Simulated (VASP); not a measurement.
# MnO2 (P4_2/mnm) in VASP: a series of runs

Runs on MnO2. Level: PBE+U. Tasks: single point.

Everything below comes from runs of VASP 6.6.1. Logs are shortened: lines on timing, memory, paths and dates and some standing lists are left out, and cuts for length are marked.

### Step 1. The cell of the first run

The structure is tetragonal, space group P4_2/mnm (No. 136). Conventional cell: a = 4.381 Å, b = 4.381 Å, c = 2.880 Å, α = 90.00°, β = 90.00°, γ = 90.00°. Mn (site symmetry mmm) has 6 O at 1.88 Å within 2.5 Å. O (site symmetry m2m) has 3 Mn at 1.88 Å and 1 O at 2.43 Å within 2.5 Å.

### Step 2. Single point, PBE+U, collinear spin, ferromagnetic start

Contents of INCAR:

```
PREC = Accurate
ENCUT = 600
EDIFF = 1E-6
ISMEAR = -1
SIGMA = 0.1
LREAL = False
LASPH = True
NELM = 200
ALGO = Normal
ISIF = 2
LWAVE = False
LCHARG = False
ISPIN = 2
MAGMOM = 3 3 0 0 0 0
LORBIT = 11
LMAXMIX = 4
LDAU = True
LDAUTYPE = 2
LDAUL = 2 -1
LDAUU = 3.55 0
LDAUJ = 0 0
LDAUPRINT = 1
GGA = PE
NBANDS = 38
GGA_COMPAT = False
```

Contents of KPOINTS:

```
Automatic mesh
0
Gamma
  5 5 8
```

Contents of POSCAR:

```
MnO2
1.0
    4.3808069300      0.0000000000      0.0000000000
    0.0000000000      4.3808069300      0.0000000000
    0.0000000000      0.0000000000      2.8797307800
Mn O
2 4
Direct
    0.0000000000      0.0000000000      0.0000000000
    0.5000000000      0.5000000000      0.5000000000
    0.3040000000      0.3040000000      0.0000000000
    0.6960000000      0.6960000000      0.0000000000
    0.8040000000      0.1960000000      0.5000000000
    0.1960000000      0.8040000000      0.5000000000
```

Potentials or basis: VASP PAW PBE potentials, release 64 (Mn_pv, O).

Started as:

```console
$ cat potpaw_PBE.64/Mn_pv/POTCAR potpaw_PBE.64/O/POTCAR > POTCAR
$ mpirun -np 1 vasp_std > vasp.out
```

OUTCAR:

```text
PREC = Accurate
   ENCUT = 600
   EDIFF = 1E-6
   ISMEAR = -1
   LREAL = False
   LASPH = True
   NELM = 200
   ISIF = 2
   ISPIN = 2
   LORBIT = 11
   GGA = PE

 ion  position               nearest neighbor table
   1  0.000  0.000  0.000-   3 1.88   4 1.88   5 1.88   6 1.88   5 1.88   6 1.88
   2  0.500  0.500  0.500-   5 1.88   6 1.88   3 1.88   4 1.88   3 1.88   4 1.88
   3  0.304  0.304  0.000-   1 1.88   2 1.88   2 1.88
   4  0.696  0.696  0.000-   1 1.88   2 1.88   2 1.88
   5  0.804  0.196  0.500-   2 1.88   1 1.88   1 1.88
   6  0.196  0.804  0.500-   2 1.88   1 1.88   1 1.88

  LATTYP: Found a simple tetragonal cell.
 ALAT       =     4.3808069300
 C/A-ratio  =     0.6573516765

  Lattice vectors:

 A1 = (   4.3808069300,   0.0000000000,   0.0000000000)
 A2 = (   0.0000000000,   4.3808069300,   0.0000000000)
 A3 = (   0.0000000000,   0.0000000000,   2.8797307800)

Analysis of symmetry for initial positions (statically):
=====================================================================
 Subroutine PRICEL returns:
 Original cell was already a primitive cell.

 Routine SETGRP: Setting up the symmetry group for a
 simple tetragonal supercell.

 Subroutine GETGRP returns: Found 16 space group operations
 (whereof  8 operations were pure point group operations)
 out of a pool of 16 trial point group operations.

The static configuration has the point symmetry D_2h.
 The point group associated with its full space group is D_4h.

Analysis of symmetry for dynamics (positions and initial velocities):
=====================================================================
 Subroutine PRICEL returns:
 Original cell was already a primitive cell.

 Routine SETGRP: Setting up the symmetry group for a
 simple tetragonal supercell.

 Subroutine GETGRP returns: Found 16 space group operations
 (whereof  8 operations were pure point group operations)
 out of a pool of 16 trial point group operations.

The dynamic configuration has the point symmetry D_2h.
 The point group associated with its full space group is D_4h.

Analysis of structural, dynamic, and magnetic symmetry:
=====================================================================
 Subroutine PRICEL returns:
 Original cell was already a primitive cell.

 Routine SETGRP: Setting up the symmetry group for a
 simple tetragonal supercell.

 Subroutine GETGRP returns: Found 16 space group operations
 (whereof  8 operations were pure point group operations)
 out of a pool of 16 trial point group operations.

The overall configuration has the point symmetry D_2h.
 The point group associated with its full space group is D_4h.

 Subroutine INISYM returns: Found 16 space group operations
 (whereof  8 operations are pure point group operations),
 and found     1 'primitive' translations

----------------------------------------------------------------------------------------

                                     Primitive cell

  volume of cell :      55.2663

  direct lattice vectors                    reciprocal lattice vectors
     4.380806930  0.000000000  0.000000000     0.228268448  0.000000000  0.000000000
     0.000000000  4.380806930  0.000000000     0.000000000  0.228268448  0.000000000
     0.000000000  0.000000000  2.879730780     0.000000000  0.000000000  0.347254683

  length of vectors
     4.380806930  4.380806930  2.879730780     0.228268448  0.228268448  0.347254683
[... 155 lines left out ...]
  o =  0.1220  v =  0.0000  0.0000  0.0000  0.0000  0.0000 -0.0000 -0.0000 -0.0000  0.0000 -1.0000      0.0000  0.0000  0.0000  0.0000  0.0000  0.0000  0.0000  0.0000  0.0000  0.0000
  o =  0.3181  v =  0.0000  0.0000  0.0000  0.0000  0.0000 -0.8382  0.0000  0.5454  0.0000  0.0000      0.0000  0.0000  0.0000  0.0000  0.0000  0.0000  0.0000  0.0000  0.0000  0.0000
  o =  0.3425  v =  0.0000  0.0000  0.0000  0.0000  0.0000  0.0000  0.7071  0.0000 -0.7071 -0.0000      0.0000  0.0000  0.0000  0.0000  0.0000  0.0000  0.0000  0.0000  0.0000  0.0000
  o =  0.5031  v =  0.0000  0.7071  0.0000 -0.7071 -0.0000  0.0000  0.0000  0.0000  0.0000  0.0000      0.0000  0.0000  0.0000  0.0000  0.0000  0.0000  0.0000  0.0000  0.0000  0.0000
  o =  0.5172  v = -0.8587  0.0000  0.5125  0.0000 -0.0000  0.0000  0.0000  0.0000  0.0000  0.0000      0.0000  0.0000  0.0000  0.0000  0.0000  0.0000  0.0000  0.0000  0.0000  0.0000
  o =  0.9534  v = -0.5125  0.0000 -0.8587  0.0000  0.0000  0.0000  0.0000  0.0000  0.0000  0.0000      0.0000  0.0000  0.0000  0.0000  0.0000  0.0000  0.0000  0.0000  0.0000  0.0000
  o =  0.9636  v =  0.0000 -0.7071  0.0000 -0.7071  0.0000  0.0000  0.0000  0.0000  0.0000  0.0000      0.0000  0.0000  0.0000  0.0000  0.0000  0.0000  0.0000  0.0000  0.0000  0.0000
  o =  0.9719  v =  0.0000  0.0000  0.0000  0.0000  1.0000  0.0000  0.0000  0.0000  0.0000  0.0000      0.0000  0.0000  0.0000  0.0000  0.0000  0.0000  0.0000  0.0000  0.0000  0.0000

atom =   2  type =  1  l = 2

 onsite density matrix

spin component  1

  0.6317  0.0000 -0.1920  0.0000 -0.0000
  0.0000  0.7334  0.0000 -0.2302  0.0000
 -0.1920  0.0000  0.8389  0.0000  0.0000
  0.0000 -0.2302  0.0000  0.7334  0.0000
 -0.0000  0.0000  0.0000  0.0000  0.9719

spin component  2

  0.2443  0.0000  0.1134  0.0000 -0.0000
  0.0000  0.2274  0.0000  0.1151  0.0000
  0.1134  0.0000  0.1437  0.0000  0.0000
  0.0000  0.1151  0.0000  0.2274  0.0000
 -0.0000  0.0000  0.0000  0.0000  0.1220

 occupancies and eigenvectors

  o =  0.0699  v =  0.0000  0.0000  0.0000  0.0000  0.0000 -0.5454 -0.0000  0.8382  0.0000 -0.0000      0.0000  0.0000  0.0000  0.0000  0.0000  0.0000  0.0000  0.0000  0.0000  0.0000
  o =  0.1123  v =  0.0000  0.0000  0.0000  0.0000  0.0000  0.0000  0.7071  0.0000 -0.7071 -0.0000      0.0000  0.0000  0.0000  0.0000  0.0000  0.0000  0.0000  0.0000  0.0000  0.0000
  o =  0.1220  v =  0.0000  0.0000  0.0000  0.0000  0.0000 -0.0000  0.0000  0.0000  0.0000  1.0000      0.0000  0.0000  0.0000  0.0000  0.0000  0.0000  0.0000  0.0000  0.0000  0.0000
  o =  0.3181  v =  0.0000  0.0000  0.0000  0.0000  0.0000 -0.8382 -0.0000 -0.5454  0.0000 -0.0000      0.0000  0.0000  0.0000  0.0000  0.0000  0.0000  0.0000  0.0000  0.0000  0.0000
  o =  0.3425  v =  0.0000  0.0000  0.0000  0.0000  0.0000  0.0000 -0.7071  0.0000 -0.7071  0.0000      0.0000  0.0000  0.0000  0.0000  0.0000  0.0000  0.0000  0.0000  0.0000  0.0000
  o =  0.5031  v =  0.0000  0.7071  0.0000  0.7071 -0.0000  0.0000  0.0000  0.0000  0.0000  0.0000      0.0000  0.0000  0.0000  0.0000  0.0000  0.0000  0.0000  0.0000  0.0000  0.0000
  o =  0.5172  v = -0.8587  0.0000 -0.5125  0.0000 -0.0000  0.0000  0.0000  0.0000  0.0000  0.0000      0.0000  0.0000  0.0000  0.0000  0.0000  0.0000  0.0000  0.0000  0.0000  0.0000
  o =  0.9534  v = -0.5125  0.0000  0.8587  0.0000  0.0000  0.0000  0.0000  0.0000  0.0000  0.0000      0.0000  0.0000  0.0000  0.0000  0.0000  0.0000  0.0000  0.0000  0.0000  0.0000
  o =  0.9636  v =  0.0000  0.7071  0.0000 -0.7071 -0.0000  0.0000  0.0000  0.0000  0.0000  0.0000      0.0000  0.0000  0.0000  0.0000  0.0000  0.0000  0.0000  0.0000  0.0000  0.0000
  o =  0.9719  v =  0.0000 -0.0000  0.0000  0.0000 -1.0000  0.0000  0.0000  0.0000  0.0000  0.0000      0.0000  0.0000  0.0000  0.0000  0.0000  0.0000  0.0000  0.0000  0.0000  0.0000

 number of electron      49.9999965 magnetization       6.0266137

 Free energy of the ion-electron system (eV)
  ---------------------------------------------------
  ext. energy  EPLUGINS =         0.00000000
  ---------------------------------------------------
  free energy    TOTEN  =       -42.71874304 eV

  energy without entropy =      -42.70350788  energy(sigma->0) =      -42.71112546

 E-fermi :   5.2385     XC(G=0): -12.0487

 val. band max:        5.1536421489   @ k =   0.0000   0.0000   0.1250
 cond. band min:       5.2823393103   @ k =   0.0000   0.0000   0.1250
 fundamental gap:      0.1286971615
 Fermi energy:         5.2385410723

 spin component 1

 k-point     1 :       0.0000    0.0000    0.0000
  band No.  band energies     occupation
      1     -45.7106      1.00000
      2     -45.7027      1.00000
      3     -45.6699      1.00000
      4     -45.6699      1.00000
      5     -45.6123      1.00000
      6     -45.6123      1.00000
[... 1913 lines left out ...]
     36      19.8248      0.00000
     37      20.9478      0.00000

 [... further k-points ...]

 [bands above 37 left out]

------------------------ aborting loop because EDIFF is reached ----------------------------------------

  FORCE on cell =-STRESS in cart. coord.  units (eV):
  Direction    XX          YY          ZZ          XY          YZ          ZX
  --------------------------------------------------------------------------------------
  -------------------------------------------------------------------------------------
  Total        4.0869798      4.0869798      4.5358216      0.0000000      0.0000000      0.0000000
  in kB      118.4821594    118.4821594    131.4941488      0.0000000      0.0000000      0.0000000
  external PRESSURE =     122.8194892 kB  Pullay stress =       0.0000000 kB

 VOLUME and BASIS-vectors are now :
 -----------------------------------------------------------------------------
  energy-cutoff  :      600.00
  volume of cell :       55.27
      direct lattice vectors                 reciprocal lattice vectors
     4.380806930  0.000000000  0.000000000     0.228268448  0.000000000  0.000000000
     0.000000000  4.380806930  0.000000000     0.000000000  0.228268448  0.000000000
     0.000000000  0.000000000  2.879730780     0.000000000  0.000000000  0.347254683

 POSITION                                       TOTAL-FORCE (eV/Angst)
 -----------------------------------------------------------------------------------
      0.00000      0.00000      0.00000         0.000000     -0.000000     -0.000000
      2.19040      2.19040      1.43987         0.000000     -0.000000     -0.000000
      1.33177      1.33177      0.00000         0.080740      0.080740     -0.000000
      3.04904      3.04904      0.00000        -0.080740     -0.080740      0.000000
      3.52217      0.85864      1.43987         0.080740     -0.080740      0.000000
      0.85864      3.52217      1.43987        -0.080740      0.080740     -0.000000
 -----------------------------------------------------------------------------------
    total drift:                                0.000000      0.000000      0.000000

  FREE ENERGIE OF THE ION-ELECTRON SYSTEM (eV)
  ---------------------------------------------------
  free  energy   TOTEN  =       -42.7187430393 eV

  energy  without entropy=      -42.7035078766  energy(sigma->0) =      -42.71112546

 total charge

# of ion       s       p       d       tot
------------------------------------------
    1        0.361   6.481   4.841  11.683
    2        0.361   6.481   4.841  11.683
    3        1.565   3.489   0.000   5.054
    4        1.565   3.489   0.000   5.054
    5        1.565   3.489   0.000   5.054
    6        1.565   3.489   0.000   5.054
--------------------------------------------------
tot          6.983  26.919   9.681  43.583

 magnetization (x)

# of ion       s       p       d       tot
------------------------------------------
    1        0.019   0.031   2.942   2.992
    2        0.019   0.031   2.942   2.992
    3       -0.002  -0.020   0.000  -0.021
    4       -0.002  -0.020   0.000  -0.021
    5       -0.002  -0.020   0.000  -0.021
    6       -0.002  -0.020   0.000  -0.021
--------------------------------------------------
tot          0.031  -0.017   5.884   5.898
```

It took 92 s on 1 thread of Oxide Virtual Turin-like, shared host; peak memory 0.23 GiB.

What came out:

* Free energy: -42.7187 eV
* Pressure: 12.3 GPa
* Largest force: 0.114 eV/Å
* Band gap on the k mesh: zero (filled and empty bands overlap)
* Net moment: 6.03 μB per cell
* Site moments: Mn +2.99; O -0.02 μB
* Valence electrons inside the program's atomic spheres: Mn 11.68; O 5.05

Forces on the atoms (eV/Å):
```
Mn   0.000  0.000  0.000
Mn   0.000  0.000  0.000
O    0.081  0.081  0.000
O   -0.081 -0.081  0.000
O    0.081 -0.081  0.000
O   -0.081  0.081  0.000
```

Eigenvalues of the final occupation matrices:
```
    site  spin  trace               eigenvalues
site 1 d     1   3.91  0.50 0.52 0.95 0.96 0.97
site 1 d     2   0.96  0.07 0.11 0.12 0.32 0.34
site 2 d     1   3.91  0.50 0.52 0.95 0.96 0.97
site 2 d     2   0.96  0.07 0.11 0.12 0.32 0.34
```

Caveat: the cell stands under pressure; the run started ferromagnetic, and an antiferromagnetic order may lie lower in energy.

### Step 3. Single point, PBE+U, collinear spin, antiferromagnetic start

Contents of INCAR:

```
PREC     = Accurate       # precision mode
ENCUT    = 600            # plane-wave cutoff, eV
EDIFF    = 1E-6           # SCF threshold, eV
ISMEAR   = -1             # smearing method
SIGMA    = 0.1            # smearing width, eV
LREAL    = F              # projectors in reciprocal space
LASPH    = T              # aspherical terms in the spheres
NELM     = 200            # most SCF steps
ALGO     = Normal         # electronic algorithm
ISIF     = 2              # what is computed and relaxed
LWAVE    = F              # write WAVECAR
LCHARG   = T              # write CHGCAR
ISPIN    = 2              # spin polarisation
MAGMOM   = 3 -3 0 0 0 0   # initial moments
LORBIT   = 11             # projections on sites
LMAXMIX  = 4              # l up to which the mixer works
LDAU     = T              # DFT+U
LDAUTYPE = 2            
LDAUL    = 2 -1           # shell
LDAUU    = 3.55 0         # U, eV
LDAUJ    = 0 0          
LDAUPRINT= 1            
GGA      = PE             # functional
LELF     = T              # ELF
LVHAR    = T            
NBANDS   = 38             # bands
GGA_COMPAT= F
```

Contents of KPOINTS:

```
regular mesh
0
Gamma
  5 5 8
```

POSCAR is that of step 2.

Potentials or basis: VASP PAW PBE potentials, release 64 (Mn_pv, O).

Started as:

```console
$ cat potpaw_PBE.64/Mn_pv/POTCAR potpaw_PBE.64/O/POTCAR > POTCAR
$ mpirun -np 1 vasp_std > vasp.out
```

Wall time 1.9 min (1 thread of Oxide Virtual Turin-like, shared host); peak memory 0.23 GiB.

Results (log left out):

- Free energy: -42.7829 eV
- Pressure: 10.4 GPa
- Largest force: 0.111 eV/Å
- Band gap on the k mesh: 0.39 eV
- Net moment: 0.00 μB per cell
- Site moments: Mn +2.88, -2.88; O -0.01, +0.01 (each value once) μB
- Valence electrons inside the program's atomic spheres: Mn 11.69; O 5.05

Forces on the atoms (eV/Å):
```
Mn   0.000  0.000  0.000
Mn   0.000  0.000  0.000
O    0.078  0.078  0.000
O   -0.078 -0.078  0.000
O    0.078 -0.078  0.000
O   -0.078  0.078  0.000
```

Stress tensor (GPa, compression positive):
```
 9.93  0.00  0.00
 0.00  9.93  0.00
 0.00  0.00 11.22
```

Levels at points of the mesh, in eV from the valence-band top:
Spin up:
```csv
k point,band 21,band 22,band 23,band 24,band 25,band 26,band 27,band 28,band 29,band 30
"(0.00, 0.00, 0.00)",-2.50,-1.25,-0.67,-0.62,0.00,0.39,1.38,2.15,3.16,3.72
"(0.00, 0.00, 0.50)",-2.82,-2.80,-1.96,-1.20,-0.40,1.59,1.89,2.55,2.64,3.31
```
Spin down:
```tsv
k point	band 23	band 24	band 25	band 26	band 27	band 28
(0.00, 0.00, 0.00)	-0.67	-0.62	0.00	0.39	1.38	2.15
(0.00, 0.00, 0.50)	-1.96	-1.20	-0.40	1.59	1.89	2.55
```

Eigenvalues of the final occupation matrices:
| site | spin | trace | eigenvalues |
| --- | --- | --- | --- |
| site 1 d | 1 | 3.86 | 0.48 0.49 0.96 0.96 0.96 |
| site 1 d | 2 | 1.02 | 0.07 0.12 0.14 0.33 0.35 |
| site 2 d | 1 | 1.02 | 0.07 0.12 0.14 0.33 0.35 |
| site 2 d | 2 | 3.86 | 0.48 0.49 0.96 0.96 0.96 |

Caveat: the cell stands under pressure.

The gap in the log of VASP goes by the Fermi energy; the results here count the filled bands.